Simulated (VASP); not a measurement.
# Li (P6_3/mmc) in VASP: notebook, part 2 of 2

VASP 6.6.1. The steps go on from the part before.

## 3. Single point, r2SCAN

This run uses another cell than the first one, of the same volume but with other edges.

Input file POSCAR:

```
Li
1.0
    3.3512254781      0.0000000000      0.0000000000
   -1.6756127390      2.9022463978      0.0000000000
    0.0000000000      0.0000000000      4.3890143505
Li
2
Direct
    0.3333333333      0.6666666667      0.2500000000
    0.6666666667      0.3333333333      0.7500000000
```

Input file INCAR.step1:

```
PREC = Accurate
ENCUT = 520
ISMEAR = 0
SIGMA = 0.15
LREAL = False
LASPH = True
NELM = 80
NBANDS = 10
GGA = PE
ALGO = Normal
EDIFF = 1E-4
LWAVE = True
LCHARG = False
```

Input file INCAR.step2:

```
PREC = Accurate
ENCUT = 520
EDIFF = 1E-6
ISMEAR = 0
SIGMA = 0.15
LREAL = False
LASPH = True
NELM = 80
ALGO = Normal
ISIF = 2
LWAVE = False
LCHARG = False
METAGGA = R2SCAN
LMIXTAU = True
NBANDS = 10
ISTART = 1
```

Input file KPOINTS:

```
Automatic mesh
0
Gamma
  18 18 10
```

Potentials or basis: VASP PAW PBE potentials, release 64 (Li_sv).

Command:

```console
cat potpaw_PBE.64/Li_sv/POTCAR > POTCAR
cp INCAR.step1 INCAR
mpirun -np 1 vasp_std > vasp.out
cp INCAR.step2 INCAR
mpirun -np 1 vasp_std > vasp.out
```

Run time: 4.6 min. Hardware: 1 thread of Intel Xeon 6975P-C (Granite Rapids), shared host; peak memory 0.21 GiB.

Results (log left out):

```yaml
Free_energy: -4.6976 eV
Band_gap_on_the_k_mesh: zero (band 3 reaches 2.23 eV, above the bottom of band 4 at -1.66 eV)
```

Levels at points of the mesh, in eV from the Fermi level:
| k point | band 1 | band 2 | band 3 | band 4 | band 5 | band 6 | band 7 |
| --- | --- | --- | --- | --- | --- | --- | --- |
| (0.00, 0.00, 0.00) | -48.31 | -48.27 | -3.77 | 1.60 | 4.93 | 10.60 | 10.60 |
| (0.50, 0.00, 0.00) | -48.29 | -48.28 | -0.56 | 0.53 | 5.63 | 6.89 | 7.02 |
| (0.00, 0.00, 0.50) | -48.29 | -48.29 | -2.17 | -2.17 | 12.20 | 12.20 | 12.20 |
| (0.50, 0.00, 0.50) | -48.29 | -48.29 | 0.56 | 0.56 | 3.37 | 3.37 | 8.91 |

Caveat: the cutoff is under 1.25 times the usual one of these potentials, so pressure, stress and relaxed cells hold a basis-set (Pulay) error; the PAW data sets were made with another functional, which shifts forces and pressure a little.

## 4. Single point, r2SCAN

This run uses another cell than the first one, of the same volume but with other edges.

Input file POSCAR:

```
Li
1.0
    2.8504878489      0.0000000000      0.0000000000
   -1.4252439245      2.4685948904      0.0000000000
    0.0000000000      0.0000000000      6.0664679995
Li
2
Direct
    0.3333333333      0.6666666667      0.2500000000
    0.6666666667      0.3333333333      0.7500000000
```

Input file INCAR.step1:

```
SYSTEM = Li
ALGO = Normal
EDIFF = 1E-4
ENCUT = 520
GGA = PE
ISMEAR = 0
LASPH = .TRUE.
LCHARG = .FALSE.
LREAL = .FALSE.
LWAVE = .TRUE.
NBANDS = 10
NELM = 80
PREC = Accurate
SIGMA = 0.15
```

Input file INCAR.step2:

```
SYSTEM = Li
ALGO = Normal
EDIFF = 1E-6
ENCUT = 520
ISIF = 2
ISMEAR = 0
ISTART = 1
LASPH = .TRUE.
LCHARG = .TRUE.
LELF = .TRUE.
LMIXTAU = .TRUE.
LREAL = .FALSE.
LVHAR = .TRUE.
LWAVE = .FALSE.
METAGGA = R2SCAN
NBANDS = 10
NELM = 80
PREC = Accurate
SIGMA = 0.15
```

Input file KPOINTS:

```
k-points
0
G
  18 18 10
  0 0 0
```

Potentials or basis: VASP PAW PBE potentials, release 64 (Li_sv).

Command:

```console
cat potpaw_PBE.64/Li_sv/POTCAR > POTCAR
cp INCAR.step1 INCAR
mpirun -np 1 vasp_std > vasp.out
cp INCAR.step2 INCAR
mpirun -np 1 vasp_std > vasp.out
```

OUTCAR:

```text
SYSTEM = Li
   EDIFF = 1E-6
   ENCUT = 520
   ISIF = 2
   ISMEAR = 0
   ISTART = 1
   LASPH = .TRUE.
   LREAL = .FALSE.
   METAGGA = R2SCAN
   NELM = 80
   PREC = Accurate

 ion  position               nearest neighbor table
   1  0.333  0.667  0.250-
   2  0.667  0.333  0.750-

  LATTYP: Found a hexagonal cell.
 ALAT       =     2.8504878489
 C/A-ratio  =     2.1282209646

  Lattice vectors:

 A1 = (   2.8504878489,   0.0000000000,   0.0000000000)
[... 491 lines left out ...]
      4       2.6215      0.00000
      5       4.7579      0.00000
      6       6.0475      0.00000
      7       7.7513      0.00000
      8       7.7762      0.00000
      9      11.4787      0.00000
     10      13.2868      0.00000

 [... further k-points ...]
[... 5 lines left out ...]
  --------------------------------------------------------------------------------------
  -------------------------------------------------------------------------------------
  Total        0.8775139      0.8775139     -1.9642568     -0.0000000     -0.0000000      0.0000000
  in kB       32.9351521     32.9351521    -73.7231551     -0.0000000     -0.0000000      0.0000000
  external PRESSURE =      -2.6176170 kB  Pullay stress =       0.0000000 kB

 VOLUME and BASIS-vectors are now :
 -----------------------------------------------------------------------------
  energy-cutoff  :      520.00
  volume of cell :       42.69
      direct lattice vectors                 reciprocal lattice vectors
     2.850487849  0.000000000  0.000000000     0.350817142  0.202544371  0.000000000
    -1.425243924  2.468594890  0.000000000     0.000000000  0.405088743  0.000000000
     0.000000000  0.000000000  6.066468000     0.000000000  0.000000000  0.164840563

 POSITION                                       TOTAL-FORCE (eV/Angst)
 -----------------------------------------------------------------------------------
     -0.00000      1.64573      1.51662         0.000000      0.000000      0.000000
      1.42524      0.82286      4.54985        -0.000000     -0.000000      0.000000
 -----------------------------------------------------------------------------------
    total drift:                                0.000000     -0.000000      0.000000

  FREE ENERGIE OF THE ION-ELECTRON SYSTEM (eV)
  ---------------------------------------------------
  free  energy   TOTEN  =        -4.5613535746 eV

  energy  without entropy=       -4.5518269234  energy(sigma->0) =       -4.55659025
```

OSZICAR.step1:

```text
N       E                     dE             d eps       ncg     rms          rms(c)
DAV:   1     0.173951520592E+02    0.17395E+02   -0.32446E+03  4440   0.562E+02
DAV:   2    -0.787744337978E+00   -0.18183E+02   -0.17720E+02  5662   0.109E+02
DAV:   3    -0.353955128770E+01   -0.27518E+01   -0.27287E+01  7196   0.317E+01
DAV:   4    -0.361525662514E+01   -0.75705E-01   -0.75576E-01  5940   0.534E+00
DAV:   5    -0.361612176279E+01   -0.86514E-03   -0.86507E-03  6082   0.568E-01    0.311E-01
DAV:   6    -0.361354574625E+01    0.25760E-02   -0.92855E-04  7660   0.128E-01    0.175E-01
DAV:   7    -0.361227806943E+01    0.12677E-02   -0.17557E-03  8118   0.166E-01    0.396E-02
DAV:   8    -0.361228534804E+01   -0.72786E-05   -0.35232E-05  3562   0.494E-02
   1 F= -.36122853E+01 E0= -.36071554E+01  d E =-.102600E-01
```

Run time: 2.9 min. Hardware: 1 thread of Intel Xeon 6975P-C (Granite Rapids), shared host; peak memory 0.2 GiB.

Results:

```
Free energy            : -4.5614 eV
Band gap on the k mesh : zero (band 3 reaches 3.59 eV, above the bottom of band 4 at -2.45 eV)
```

Caveat: the cutoff is under 1.25 times the usual one of these potentials, so pressure, stress and relaxed cells hold a basis-set (Pulay) error; the PAW data sets were made with another functional, which shifts forces and pressure a little.

## 5. Overview

```tsv
cell	gap on the mesh (eV)
a = 3.061, b = 3.061, c = 5.261 Å, angles 90.0, 90.0, 120.0°, 2 atoms	none
a = 3.351, b = 3.351, c = 4.389 Å, angles 90.0, 90.0, 120.0°, 2 atoms	none
a = 2.850, b = 2.850, c = 6.066 Å, angles 90.0, 90.0, 120.0°, 2 atoms	none
```

Alike in all rows: task single point; level r2SCAN; potentials or basis VASP PAW PBE potentials, release 64 (Li_sv); no spin polarisation; k mesh 18 × 18 × 10; cutoff (eV) 520; smearing gaussian 0.15 eV.

Caveats: the cutoff is under 1.25 times the usual one of these potentials, so pressure, stress and relaxed cells hold a basis-set (Pulay) error; the PAW data sets were made with another functional, which shifts forces and pressure a little.

Absolute energies hang on the potentials; compare differences alone.
